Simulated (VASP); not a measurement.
# Ag (Cmcm) in VASP: a series of runs

Ag is run at these levels: r2SCAN; tasks: single point.

All numbers are computed with VASP 6.6.1; they aren't measurements. Logs are shortened: lines on timing, memory, paths and dates and some standing lists are left out, and cuts for length are marked.

### 1 The cell of the first run

The structure is orthorhombic, space group Cmcm (No. 63). Conventional cell: a = 2.930 Å, b = 5.075 Å, c = 4.790 Å, α = 90.00°, β = 90.00°, γ = 90.00°. Within 3.7 Å of Ag (site symmetry m2m) lie 14 Ag at 2.82 to 3.67 Å.

### 2 Single point, r2SCAN (atom 1 (Ag) moved by (+0.000, -0.600) A along x and y)

The input, POSCAR:

```
Ag
1.0
    2.9299980804      0.0000000000      0.0000000000
   -1.4649990402      2.5374527707      0.0000000000
    0.0000000000      0.0000000000      4.7900000000
Ag
2
Direct
    0.2151045318      0.4302090636      0.2500000000
    0.6666666667      0.3333333333      0.7500000000
```

The input, INCAR.step1:

```
SYSTEM = Ag
  PREC = Accurate
  ENCUT = 520
  ISMEAR = 0
  SIGMA = 0.15
  LREAL = .False.
  LASPH = .True.
  NELM = 80
  NBANDS = 18
  GGA = PE
  ALGO = Normal
  EDIFF = 1E-4
  LWAVE = .True.
  LCHARG = .False.
```

The input, INCAR.step2:

```
SYSTEM = Ag
  PREC = Accurate
  ENCUT = 520
  EDIFF = 1E-7
  ISMEAR = 0
  SIGMA = 0.15
  LREAL = .False.
  LASPH = .True.
  NELM = 80
  ALGO = Normal
  ISIF = 2
  LWAVE = .False.
  LCHARG = .True.
  METAGGA = R2SCAN
  LMIXTAU = .True.
  LELF = .True.
  LVHAR = .True.
  NBANDS = 18
  ISTART = 1
```

The input, KPOINTS:

```
Automatic mesh
0
Gamma
  18 18 10
  0 0 0
```

Potentials or basis: VASP PAW PBE potentials, release 64 (Ag).

Started as:

```sh
$ cat potpaw_PBE.64/Ag/POTCAR > POTCAR
$ cp INCAR.step1 INCAR
$ mpirun -np 1 vasp_std > vasp.out
$ cp INCAR.step2 INCAR
$ mpirun -np 1 vasp_std > vasp.out
```

OUTCAR:

```text
SYSTEM = Ag
   PREC = Accurate
   ENCUT = 520
   EDIFF = 1E-7
   ISMEAR = 0
   LREAL = .False.
   LASPH = .True.
   NELM = 80
   ISIF = 2
   METAGGA = R2SCAN
   ISTART = 1

 ion  position               nearest neighbor table
   1  0.215  0.430  0.250-   2 2.82   2 2.82   2 2.82   2 2.82   2 3.31   2 3.31
   2  0.667  0.333  0.750-   1 2.82   1 2.82   1 2.82   1 2.82   1 3.31   1 3.31

  LATTYP: Found a hexagonal cell.
 ALAT       =     2.9299980804
 C/A-ratio  =     1.6348133577

  Lattice vectors:

 A1 = (   2.9299980804,   0.0000000000,   0.0000000000)
 A2 = (  -1.4649990402,   2.5374527707,   0.0000000000)
 A3 = (   0.0000000000,   0.0000000000,   4.7900000000)

Analysis of symmetry for initial positions (statically):
=====================================================================
 Subroutine PRICEL returns:
 Original cell was already a primitive cell.

 Routine SETGRP: Setting up the symmetry group for a
 hexagonal supercell.

 Subroutine GETGRP returns: Found  8 space group operations
 (whereof  2 operations were pure point group operations)
 out of a pool of 24 trial point group operations.

The static configuration has the point symmetry C_1h.
 The point group associated with its full space group is D_2h.

Analysis of symmetry for dynamics (positions and initial velocities):
=====================================================================
 Subroutine PRICEL returns:
 Original cell was already a primitive cell.

 Routine SETGRP: Setting up the symmetry group for a
 hexagonal supercell.

 Subroutine GETGRP returns: Found  8 space group operations
 (whereof  2 operations were pure point group operations)
 out of a pool of 24 trial point group operations.

The dynamic configuration has the point symmetry C_1h.
 The point group associated with its full space group is D_2h.

 Subroutine INISYM returns: Found  8 space group operations
 (whereof  2 operations are pure point group operations),
 and found     1 'primitive' translations

----------------------------------------------------------------------------------------

                                     Primitive cell

  volume of cell :      35.6124

  direct lattice vectors                    reciprocal lattice vectors
     2.929998080  0.000000000  0.000000000     0.341297152  0.197048003  0.000000000
    -1.464999040  2.537452771  0.000000000     0.000000000  0.394096005  0.000000000
     0.000000000  0.000000000  4.790000000     0.000000000  0.000000000  0.208768267

  length of vectors
     2.929998080  2.929998080  4.790000000     0.394096005  0.394096005  0.208768267

  position of ions in fractional coordinates (direct lattice)
     0.215104532  0.430209064  0.250000000
     0.666666667  0.333333333  0.750000000

  ion indices of the primitive-cell ions
   primitive index   ion index
                 1           1
                 2           2

----------------------------------------------------------------------------------------

 KPOINTS: Automatic mesh

Automatic generation of k-mesh.
 Grid dimensions read from file:
 generate k-points for:   18   18   10

 Generating k-lattice:

  Cartesian coordinates                     Fractional coordinates (reciprocal lattice)
     0.018960953  0.010947111  0.000000000     0.055555556  0.000000000  0.000000000
     0.000000000  0.021894223  0.000000000     0.000000000  0.055555556  0.000000000
     0.000000000  0.000000000  0.020876827     0.000000000  0.000000000  0.100000000

  Length of vectors
     0.021894223  0.021894223  0.020876827

  Shift w.r.t. Gamma in fractional coordinates (k-lattice)
     0.000000000  0.000000000  0.000000000

 Subroutine IBZKPT returns following result:
 ===========================================

 Found    546 irreducible k-points:

 Following reciprocal coordinates:
            Coordinates               Weight
  0.000000  0.000000  0.000000      1.000000
  0.055556  0.000000  0.000000      4.000000
  0.000000  0.055556  0.000000      2.000000
  0.111111  0.000000  0.000000      4.000000
  0.000000  0.111111  0.000000      2.000000
  0.166667  0.000000  0.000000      4.000000
[... 16 lines left out ...]
 -0.055556  0.166667  0.000000      4.000000
 -0.166667  0.111111  0.000000      4.000000
 [... further k-points ...]
   k-points           NKPTS =    546   k-points in BZ     NKDIM =    546   number of bands    NBANDS=     18
   number of dos      NEDOS =    301   number of ions     NIONS =      2
   total plane-waves  NPLWV =  20736
   dimension x,y,z NGX =    24 NGY =   24 NGZ =   36
   dimension x,y,z NGXF=    48 NGYF=   48 NGZF=   72
   ions per type =               2
   NGX,Y,Z   is equivalent  to a cutoff of  13.62, 13.62, 12.49 a.u.
   NGXF,Y,Z  is equivalent  to a cutoff of  27.23, 27.23, 24.99 a.u.
 SYSTEM =  Ag
   PREC   = accura    normal or accurate (medium, high low for compatibility)
   ISTART =      1    job   : 0-new  1-cont  2-samecut
   ICHARG =      0    charge: 1-file 2-atom 10-const
   ISPIN  =      1    spin polarized calculation?
   LNONCOLLINEAR =      F non collinear calculations
   LSORBIT =      F    spin-orbit coupling
   LASPH  =      T    aspherical Exc in radial PAW
   ENCUT  =  520.0 eV  38.22 Ry    6.18 a.u.   5.45  5.45  8.91*2*pi/ulx,y,z
   NELM   =     80;   NELMIN=  2; NELMDL=  0     # of ELM steps
   EDIFF  = 0.1E-06   stopping-criterion for ELM
   LREAL  =      F    real-space projection
   EDIFFG = 0.1E-05   stopping-criterion for IOM
   NSW    =      0    number of steps for IOM
   IBRION =     -1    ionic relax: 0-MD 1-quasi-New 2-CG
   NFREE  =      0    steps in history (QN), initial steepest desc. (CG)
   ISIF   =      2    stress and relaxation
   ISYM   =      2    0-nonsym 1-usesym 2-fastsym
   POTIM  = 0.5000    time-step for ionic-motion
   TEBEG  =    0.0;   TEEND  =   0.0 temperature during run
   PSTRESS=    0.0 pullay stress
   NELECT =      22.0000    total number of electrons
   NUPDOWN=      -1.0000    fix difference up-down
   EMIN   =  10.00;   EMAX   =-10.00  energy-range for DOS
   EFERMI =   0.00;   METHOD = LEGACY
   ISMEAR =     0;   SIGMA  =   0.15  broadening in eV -4-tet -1-fermi 0-gaus
   EFERMI_NEDOS =   21; number of points for ismear=-14 and -15
   IALGO  =     38    algorithm
   IMIX   =      4    mixing-type and parameters
     AMIX     =   0.40;   BMIX     =  1.00
     AMIX_MAG =   1.60;   BMIX_MAG =  1.00
  volume/ion in A,a.u.               =      17.81       120.16
  Fermi-wavevector in a.u.,A,eV,Ry     =   1.394276  2.634800 26.449806  1.944006
  Thomas-Fermi vector in A             =   2.517841
   LORBIT       =      0    0 simple, 1 ext, 2 COOP (PROOUT), +10 PAW based schemes
   METAGGA = R2SCAN    functional components
   LHFCALC =     F    Hartree Fock is set to
   AEXX    =    0.0000 exact exchange contribution
   IVDW    =     0    specifies the selected vdW correction
   LEPSILON=     F    determine dielectric tensor
   LRPA    =     F    only Hartree local field effects (RPA)
 non-spin polarized calculation
 Gauss-broadening in eV      SIGMA  =   0.15
  energy-cutoff  :      520.00
  volume of cell :       35.61
 maximum number of plane-waves:       990
 NGX is ok and might be reduce to    24
   NGX = 11   NGY = 11   NGZ = 17

 number of electron      21.9999999 magnetization

 Free energy of the ion-electron system (eV)
  ---------------------------------------------------
  ext. energy  EPLUGINS =         0.00000000
  ---------------------------------------------------
  free energy    TOTEN  =       -42.63575437 eV

  energy without entropy =      -42.62994703  energy(sigma->0) =      -42.63285070

 E-fermi :   7.8675     XC(G=0): -12.6587

 val. band max:        7.8556963137   @ k =  -0.3889   0.2778   0.4000
 cond. band min:       7.8839624582   @ k =  -0.0556   0.3333   0.3000
 fundamental gap:      0.0282661445
 Fermi energy:         7.8675445368

 k-point     1 :       0.0000    0.0000    0.0000
  band No.  band energies     occupation
      1       0.2170      2.00000
      2       1.3652      2.00000
      3       2.3549      2.00000
      4       2.8277      2.00000
      5       2.9736      2.00000
      6       3.2095      2.00000
[... 10 lines left out ...]
     17      25.8553      0.00000
     18      29.1721      0.00000

 k-point     2 :       0.0556    0.0000    0.0000
  band No.  band energies     occupation
      1       0.3037      2.00000
      2       1.4202      2.00000
      3       2.3734      2.00000
      4       2.8184      2.00000
      5       2.9548      2.00000
      6       3.2287      2.00000
[... 10 lines left out ...]
     17      25.9540      0.00000
     18      28.5536      0.00000

 k-point     3 :       0.0000    0.0556    0.0000
  band No.  band energies     occupation
      1       0.2982      2.00000
      2       1.4011      2.00000
      3       2.3677      2.00000
      4       2.8717      2.00000
      5       2.9612      2.00000
      6       3.2054      2.00000
[... 10 lines left out ...]
     17      25.9083      0.00000
     18      28.8801      0.00000

 k-point     4 :       0.1111    0.0000    0.0000
  band No.  band energies     occupation
      1       0.5571      2.00000
      2       1.5771      2.00000
      3       2.4135      2.00000
      4       2.7757      2.00000
      5       2.8994      2.00000
      6       3.2819      2.00000
[... 375 lines left out ...]
      4       2.8037      2.00000
      5       2.8523      2.00000
      6       3.3172      2.00000
[... 10 lines left out ...]
     17      26.0485      0.00000
     18      27.0781      0.00000

 k-point    23 :      -0.0556    0.1667    0.0000
  band No.  band energies     occupation
      1       0.7512      2.00000
      2       1.5886      2.00000
      3       2.4466      2.00000
      4       2.8771      2.00000
      5       2.9818      2.00000
      6       3.1174      2.00000
[... 10 lines left out ...]
     17      26.0538      0.00000
     18      26.7554      0.00000

 k-point    24 :      -0.1667    0.1111    0.0000
  band No.  band energies     occupation
      1       0.8096      2.00000
      2       1.7483      2.00000
      3       2.4678      2.00000
      4       2.7133      2.00000
      5       2.8490      2.00000
      6       3.1973      2.00000
[... 10 lines left out ...]
     17      26.2160      0.00000
     18      26.5915      0.00000

 [... further k-points ...]

------------------------ aborting loop because EDIFF is reached ----------------------------------------

  FORCE on cell =-STRESS in cart. coord.  units (eV):
  Direction    XX          YY          ZZ          XY          YZ          ZX
  --------------------------------------------------------------------------------------
  -------------------------------------------------------------------------------------
  Total       -0.0304991     -1.0992411      0.2505925      0.0000000     -0.0000000      0.0000000
  in kB       -1.3721333    -49.4541479     11.2739948      0.0000000     -0.0000000      0.0000000
  external PRESSURE =     -13.1840955 kB  Pullay stress =       0.0000000 kB

 VOLUME and BASIS-vectors are now :
 -----------------------------------------------------------------------------
  energy-cutoff  :      520.00
  volume of cell :       35.61
      direct lattice vectors                 reciprocal lattice vectors
     2.929998080  0.000000000  0.000000000     0.341297152  0.197048003  0.000000000
    -1.464999040  2.537452771  0.000000000     0.000000000  0.394096005  0.000000000
     0.000000000  0.000000000  4.790000000     0.000000000  0.000000000  0.208768267

 POSITION                                       TOTAL-FORCE (eV/Angst)
 -----------------------------------------------------------------------------------
      0.00000      1.09164      1.19750         0.000000      0.105926      0.000000
      1.46500      0.84582      3.59250        -0.000000     -0.105926      0.000000
 -----------------------------------------------------------------------------------
    total drift:                                0.000000      0.000000      0.000000

  FREE ENERGIE OF THE ION-ELECTRON SYSTEM (eV)
  ---------------------------------------------------
  free  energy   TOTEN  =       -42.6357543696 eV

  energy  without entropy=      -42.6299470303  energy(sigma->0) =      -42.63285070
```

Run time: 8.2 min. Hardware: 1 thread of Intel Xeon Platinum 8488C (Sapphire Rapids), shared host; peak memory 0.39 GiB.

Results:

```
Free energy            : -42.6358 eV
Pressure               : -1.3 GPa
Largest force          : 0.106 eV/Å
Band gap on the k mesh : zero (bands 11 and 12 overlap by 7.88 eV)
```

Forces in eV/Å, atoms in the order of the input:
```
Ag   0.000  0.106  0.000
Ag   0.000 -0.106  0.000
```

Stress tensor (GPa, compression positive):
```
-0.14  0.00  0.00
 0.00 -4.95  0.00
 0.00  0.00  1.13
```

Caveat: the cell differs from its parent crystal (atom 1 (Ag) moved by (+0.000, -0.600) A along x and y); the stress differs along the axes, from -5 to 1 GPa; the PAW data sets were made with another functional, which shifts forces and pressure a little.

### 3 Single point, r2SCAN (atom 1 (Ag) moved by (+0.000, +0.600) A along x and y)

POSCAR: that of step 2 with these lines changed.

```diff
@@ -8,3 +8,3 @@
 Direct
-    0.2151045318      0.4302090636      0.2500000000
+    0.4515621349      0.9031242697      0.2500000000
     0.6666666667      0.3333333333      0.7500000000
```

The input, INCAR.step1:

```
SYSTEM = Ag
  PREC = Accurate
  ENCUT = 520
  ISMEAR = 0
  SIGMA = 0.15
  LREAL = .FALSE.
  LASPH = .TRUE.
  NELM = 80
  NBANDS = 18
  GGA = PE
  ALGO = Normal
  EDIFF = 1E-4
  LWAVE = .TRUE.
  LCHARG = .FALSE.
```

The input, INCAR.step2:

```
SYSTEM = Ag
  PREC = Accurate
  ENCUT = 520
  EDIFF = 1E-6
  ISMEAR = 0
  SIGMA = 0.15
  LREAL = .FALSE.
  LASPH = .TRUE.
  NELM = 80
  ALGO = Normal
  ISIF = 2
  LWAVE = .FALSE.
  LCHARG = .FALSE.
  METAGGA = R2SCAN
  LMIXTAU = .TRUE.
  NBANDS = 18
  ISTART = 1
```

The input, KPOINTS:

```
Automatic mesh
0
G
  18 18 10
  0 0 0
```

Potentials or basis: VASP PAW PBE potentials, release 64 (Ag).

Started as:

```sh
$ cat potpaw_PBE.64/Ag/POTCAR > POTCAR
$ cp INCAR.step1 INCAR
$ mpirun -np 1 vasp_std > vasp.out
$ cp INCAR.step2 INCAR
$ mpirun -np 1 vasp_std > vasp.out
```

OUTCAR:

```text
SYSTEM = Ag
   PREC = Accurate
   ENCUT = 520
   EDIFF = 1E-6
   ISMEAR = 0
   LREAL = .FALSE.
   LASPH = .TRUE.
   NELM = 80
   ISIF = 2
   METAGGA = R2SCAN
   ISTART = 1

 ion  position               nearest neighbor table
   1  0.452  0.903  0.250-   2 2.63   2 2.63   2 3.16   2 3.16   2 3.16   2 3.16
   2  0.667  0.333  0.750-   1 2.63   1 2.63   1 3.16   1 3.16   1 3.16   1 3.16

  LATTYP: Found a hexagonal cell.
 ALAT       =     2.9299980804
 C/A-ratio  =     1.6348133577

  Lattice vectors:

[... 694 lines left out ...]
------------------------ aborting loop because EDIFF is reached ----------------------------------------

  FORCE on cell =-STRESS in cart. coord.  units (eV):
  Direction    XX          YY          ZZ          XY          YZ          ZX
  --------------------------------------------------------------------------------------
  -------------------------------------------------------------------------------------
  Total       -1.0597477     -0.1416247      1.8432411     -0.0000000      0.0000000      0.0000000
  in kB      -47.6773667     -6.3716029     82.9262300     -0.0000000      0.0000000      0.0000000
  external PRESSURE =       9.6257534 kB  Pullay stress =       0.0000000 kB

 VOLUME and BASIS-vectors are now :
 -----------------------------------------------------------------------------
  energy-cutoff  :      520.00
  volume of cell :       35.61
      direct lattice vectors                 reciprocal lattice vectors
     2.929998080  0.000000000  0.000000000     0.341297152  0.197048003  0.000000000
    -1.464999040  2.537452771  0.000000000     0.000000000  0.394096005  0.000000000
     0.000000000  0.000000000  4.790000000     0.000000000  0.000000000  0.208768267

 POSITION                                       TOTAL-FORCE (eV/Angst)
 -----------------------------------------------------------------------------------
      0.00000      2.29164      1.19750         0.000000     -0.757466      0.000000
      1.46500      0.84582      3.59250         0.000000      0.757466     -0.000000
 -----------------------------------------------------------------------------------
    total drift:                               -0.000000     -0.000000      0.000000

  FREE ENERGIE OF THE ION-ELECTRON SYSTEM (eV)
  ---------------------------------------------------
  free  energy   TOTEN  =       -42.4940788471 eV

  energy  without entropy=      -42.4879146833  energy(sigma->0) =      -42.49099677
```

OUTCAR.step1:

```text
SYSTEM = Ag
   PREC = Accurate
   ENCUT = 520
   ISMEAR = 0
   LREAL = .FALSE.
   LASPH = .TRUE.
[... 729 lines left out ...]
      0.00000      2.29164      1.19750         0.000000     -0.800060     -0.000000
      1.46500      0.84582      3.59250         0.000000      0.800060      0.000000
 -----------------------------------------------------------------------------------
    total drift:                               -0.000000     -0.000000      0.000000

  FREE ENERGIE OF THE ION-ELECTRON SYSTEM (eV)
  ---------------------------------------------------
  free  energy   TOTEN  =        -5.2100133392 eV

  energy  without entropy=       -5.2035572154  energy(sigma->0) =       -5.20678528
```

It took 7.1 min on 1 thread of Intel Xeon Platinum 8488C (Sapphire Rapids), shared host; peak memory 0.39 GiB.

Results:

```yaml
Free_energy: -42.4941 eV
Pressure: 1.0 GPa
Largest_force: 0.757 eV/Å
Band_gap_on_the_k_mesh: zero (bands 11 and 12 overlap by 7.64 eV)
```

Forces in eV/Å, atoms in the order of the input:
```
Ag   0.000 -0.757  0.000
Ag   0.000  0.757  0.000
```

Caveat: the cell differs from its parent crystal (atom 1 (Ag) moved by (+0.000, +0.600) A along x and y); the stress differs along the axes, from -5 to 8 GPa; the PAW data sets were made with another functional, which shifts forces and pressure a little.

The gap in the log of VASP goes by the Fermi energy; the results here count the filled bands.